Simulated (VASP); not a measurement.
Ga3Sb: single point with PBEsol

Ga3Sb:

```
Ga Sb
1.0
    -2.15040    2.15040    4.59029
     2.15040   -2.15040    4.59029
     2.15040    2.15040   -4.59029
Ga Sb
3 1
Direct
  0.75000 0.25000 0.50000
  0.25000 0.75000 0.50000
  0.50000 0.50000 0.00000
  0.00000 0.00000 0.00000
```

```json
{
 "Program": "VASP 6.6.1",
 "Task": "single point",
 "Functional": "PBEsol",
 "Potentials or basis": "VASP PAW PBE potentials, release 64 (Ga_d, Sb)",
 "Cutoff": "520 eV",
 "k mesh": "14 × 14 × 14",
 "Occupations": "gaussian, width 0.1 eV",
 "Spin": "no spin polarisation",
 "Dipole correction": "no",
 "Further INCAR settings": "ALGO = Fast; EDIFF = 1e-07; NBANDS = 30"
}
```

```yaml
Pressure: -1.5 GPa
Band_gap_on_the_k_mesh: zero (bands 22 and 23 overlap by 4.60 eV)
```

Stress tensor (GPa, compression positive):
```
-1.41  0.00  0.00
 0.00 -1.41  0.00
 0.00  0.00 -1.53
```

Levels at points of the mesh, in eV from the Fermi level:
```csv
k point,band 18,band 19,band 20,band 21,band 22,band 23,band 24,band 25,band 26,band 27
"(0.00, 0.00, 0.00)",-3.85,-2.89,-1.93,-1.85,-1.85,-0.38,-0.38,0.80,1.03,4.26
"(0.50, 0.00, 0.00)",-5.42,-5.05,-1.08,-0.56,-0.33,0.29,1.76,3.07,3.31,3.41
"(0.50, 0.50, 0.00)",-5.81,-5.18,-4.90,-4.29,-0.28,0.25,0.36,1.13,6.99,7.18
"(0.50, 0.50, 0.50)",-3.85,-3.16,-3.16,-2.55,2.34,2.93,2.93,3.94,4.63,4.85
```

Wall time 12 min on 1 thread of Intel(R) Xeon(R) Platinum 8488C (Sapphire Rapids), on a shared host, peak memory 0.64 GiB.

Caveat: the PAW data sets were made with another functional, which shifts forces and pressure a little; spin-orbit coupling is left out, which moves the levels of the heavy elements.
